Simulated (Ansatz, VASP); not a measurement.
**Zn in VASP and in Ansatz**

```
Zn
1.0
     0.00000    1.96480    1.96480
     1.96480    0.00000    1.96480
     1.96480    1.96480    0.00000
Zn
1
Direct
  0.00000 0.00000 0.00000
```

Alike in both runs: functional PBE; k mesh 17 × 17 × 17; occupations fermi-dirac, width 0.1 eV; no spin polarisation.

Ansatz relaxed the structure, and its values are those at the end. VASP's run is a single point on that final structure, the one shown.

```csv
,VASP,Ansatz
version,VASP 6.6.1,Ansatz 0.2.0
potentials or method,"VASP PAW PBE potentials, release 64 (Zn)","PAW with Ansatz's default frozen-core files, scalar-relativistic"
plane-wave cutoff (eV),500,420
valence electrons in the cell,12,12
```

VASP gave:

* pressure (GPa): 0.4

**Question.** Which values does Ansatz return?

**Answer.** Pressure (GPa): 0.0.
